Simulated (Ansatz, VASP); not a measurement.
One calculation of LiAlF4, two programs

INCAR

```
ALGO = Normal ; EDIFF = 1E-8
ENCUT = 650 ; GGA = PE
GGA_COMPAT = F ; ISIF = 2
ISMEAR = 0 ; LASPH = T
LCHARG = F ; LEFG = T
LREAL = F ; LWAVE = F
NBANDS = 26 ; NELM = 120
PREC = Accurate ; SIGMA = 0.01
```

Contents of KPOINTS:

```
k-points
0
Gamma
  6 6 4
```

Contents of POSCAR:

```
LiAlF4
1.0
    3.6003799782      0.0000000000      0.0000000000
    0.0000000000      3.6003799782      0.0000000000
    0.0000000000      0.0000000000      6.1366408874
Li Al F
1 1 4
Direct
    0.5000000000      0.5000000000      0.5000000000
    0.0000000000      0.0000000000      0.0000000000
    0.5000000000      0.0000000000      0.0000000000
    0.0000000000      0.5000000000      0.0000000000
    0.0000000000      0.0000000000      0.2941183511
    0.0000000000      0.0000000000      0.7058816489
```

Input for Ansatz:

```yaml
crystal:
  lattice:
    - [3.6003799782, 0.0, 0.0]
    - [0.0, 3.6003799782, 0.0]
    - [0.0, 0.0, 6.1366408874]
  atoms:
    - { symbol: Li, position: [0.5, 0.5, 0.5] }
    - { symbol: Al, position: [0.0, 0.0, 0.0] }
    - { symbol: F, position: [0.5, 0.0, 0.0] }
    - { symbol: F, position: [0.0, 0.5, 0.0] }
    - { symbol: F, position: [0.0, 0.0, 0.2941183511] }
    - { symbol: F, position: [0.0, 0.0, 0.7058816489] }
basis:
  ecutwfc: 420
kpoints:
  mp_grid: { grid: [6, 6, 4] }
hamiltonian:
  xc: pbe
scf:
  occupations: { method: fixed }
output:
  forces: true
  stress: true
  eigenvalues: true
  efg: {}
checkpoint:
  read: start.run
  write: ck
  compress: false
  write_wavefunctions: false
  write_every: 100000
```

Alike in both runs: task electric field gradients; functional PBE; k mesh 6 × 6 × 4; no spin polarisation.

|  | VASP | Ansatz |
| --- | --- | --- |
| version | VASP 6.6.1 | Ansatz 0.2.0 |
| potentials or method | VASP PAW PBE potentials, release 64 (Li_sv, Al, F), cutoff 650 eV | scalar-relativistic, plane waves, PAW |
| occupations | gaussian, width 0.01 eV | fixed |
| valence electrons in the cell | 34 | 34 |

|  | VASP | Ansatz | Ansatz less VASP |
| --- | --- | --- | --- |
| gap on the k mesh at the Fermi level (eV) | 5.71 | 5.71 | -0.002 |
| least direct gap on the mesh (eV) | 6.12 | 6.11 | -0.005 |
| pressure (GPa) | -0.4 | 0.0 | +0.41 |
| traceless stress, the component that is largest in VASP (GPa) | 0.19 | 0.00 | -0.189 |
| rms of the force components (eV/Å) | 0.012 | 0.000 | -0.0121 |
| size of Vzz on the site where it differs most (V/Å²) | 14.9 | 17.2 | +2.30 |

Atom by atom the forces differ by 0.012 eV/Å (rms over components).
